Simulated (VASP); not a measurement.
Here is a VASP 6.6.1 calculation.

INCAR

```
SYSTEM = Si8GeO16
PREC = Accurate
ENCUT = 520
EDIFF = 1E-6
ISMEAR = -1
SIGMA = 0.05
LREAL = Auto
LASPH = .TRUE.
NELM = 100
ALGO = Normal
ISIF = 2
LWAVE = .FALSE.
LCHARG = .FALSE.
GGA = PE
IVDW = 12
NBANDS = 89
```

File KPOINTS:

```
regular mesh
0
G
  2 2 2
  0 0 0
```

Contents of POSCAR:

```
Si8GeO16
1.0
   -4.1738000000     -4.1738000000      0.0000000000
    4.1738000000     -4.1738000000      0.0000000000
    0.0000000000      0.0000000000      5.3326000000
Si O Ge
8 16 1
Direct
    0.4995764433      0.4737080062     -0.0002009938
    0.0138204019      0.5351082432      0.2490703963
    0.4786764704      0.4962451445      0.4886092613
    0.0195035026      0.5316544512      0.7663169999
    0.0010855280      0.0242943084      0.0085081259
    0.4819942972     -0.0280083144      0.2422607928
    0.0207257002      0.0136620368      0.5148815692
    0.4846437280     -0.0374442433      0.7612416051
    0.2011062829      0.5424959957      0.0076796522
    0.0270395165      0.2263247342      0.2359709273
    0.8088319295      0.5050300840      0.0051445014
   -0.0050582323      0.8331779728      0.2539649691
    0.2049097697      0.5188645267      0.5042197308
    0.0577353666      0.2267943381      0.7897246444
    0.8519791825      0.5648030087      0.5123604156
   -0.0049978387      0.8317264542      0.7649067652
    0.6922596909     -0.0073251817      0.0034489566
    0.5064394271      0.6707323534      0.2400943700
    0.2986939310     -0.0446503705      0.0030870305
    0.4463916578      0.2735637749      0.2195954852
    0.6486979029     -0.0640177006      0.4965182996
    0.5043334731      0.6659143282      0.7555049287
    0.2953918641     -0.0192936322      0.5043063082
    0.4738984286      0.2672053638      0.7799035191
    0.7441295562      0.2523120973      0.5159371694
```

Potentials or basis: VASP PAW PBE potentials, release 64 (Si, O, Ge_d).

Run with:

```bash
$ cat potpaw_PBE.64/Si/POTCAR potpaw_PBE.64/O/POTCAR potpaw_PBE.64/Ge_d/POTCAR > POTCAR
$ mpirun -np 1 vasp_std > vasp.out
```

**Question.** What does it give for the largest force?

**Answer.** 0.095 eV/Å.

**Question.** Estimate the pressure.

**Answer.** 46.6 GPa.

**Question.** What does it give for the band gap on the k mesh?

**Answer.** 1.79 eV.

Stress tensor (GPa, compression positive):
```
35.40 15.96 -3.70
15.96 59.60 -3.04
-3.70 -3.04 44.81
```

Caveat: the k points lie up to 0.59 Å⁻¹ apart.
